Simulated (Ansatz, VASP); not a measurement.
**One calculation of CdSe, two programs**

The input POSCAR:

```
CdSe
1.0
    0.0000000000      2.5478982465      2.5478982465
    2.5478982465      0.0000000000      2.5478982465
    2.5478982465      2.5478982465      0.0000000000
Cd Se
1 1
Direct
    0.0000000000      0.0000000000      0.0000000000
    0.5000000000      0.5000000000      0.5000000000
```

INCAR.step1

```
SYSTEM = CdSe
PREC = Accurate ; ENCUT = 520
ISMEAR = -1 ; SIGMA = 0.05
LREAL = .FALSE. ; LASPH = .TRUE.
NELM = 60 ; NBANDS = 16
GGA = PE ; ALGO = Normal
EDIFF = 1E-4 ; LWAVE = .TRUE.
LCHARG = .FALSE.
```

Contents of INCAR.step2:

```
SYSTEM = CdSe
PREC = Accurate ; ENCUT = 520
EDIFF = 1E-7 ; ISMEAR = -1
SIGMA = 0.05 ; LREAL = .FALSE.
LASPH = .TRUE. ; NELM = 60
ALGO = Normal ; ISIF = 2
LWAVE = .FALSE. ; LCHARG = .TRUE.
METAGGA = R2SCAN ; LMIXTAU = .TRUE.
LELF = .TRUE. ; LVHAR = .TRUE.
NBANDS = 16 ; ISTART = 1
```

Contents of KPOINTS:

```
regular mesh
0
G
  12 12 12
  0 0 0
```

Input for Ansatz:

```yaml
crystal:
  lattice:
    - [0.0, 2.5478982465, 2.5478982465]
    - [2.5478982465, 0.0, 2.5478982465]
    - [2.5478982465, 2.5478982465, 0.0]
  atoms:
    - { symbol: Cd, position: [0.0, 0.0, 0.0] }
    - { symbol: Se, position: [0.5, 0.5, 0.5] }
kpoints:
  mp_grid: { grid: [12, 12, 12] }
scf:
  occupations: { method: fermi_dirac, width: 0.05 }
hamiltonian:
  xc: r2scan
  pseudopotentials: { kind: paw }
output:
  forces: true
  stress: true
  eigenvalues: true
  populations: true
  write_density: true
  write_potential: true
  elf: true
  volumetric_format: npy
```

Change from the starting cell: volume scaled by 0.72, PAW files.

Alike in both runs: task single point; functional r2SCAN; k mesh 12 × 12 × 12; occupations fermi-dirac, width 0.05 eV; no spin polarisation.

```csv
,VASP,Ansatz
version,VASP 6.6.1,Ansatz 0.2.0
potentials or method,"VASP PAW PBE potentials, release 64 (Cd, Se)","PAW with Ansatz's default frozen-core files, scalar-relativistic"
plane-wave cutoff (eV),520,500
valence electrons in the cell,18,36
```

Ansatz gave:

* pressure (GPa): 49.4

Estimate VASP's values.

pressure (GPa): 51.3.

VASP's potentials were made for PBE, not for r2SCAN. Both programs put the cell under a high pressure, so it lies far from rest at this level. VASP's potentials hold 18 valence electrons a cell and Ansatz's 36, so a difference there can come from the potentials and not from the codes.
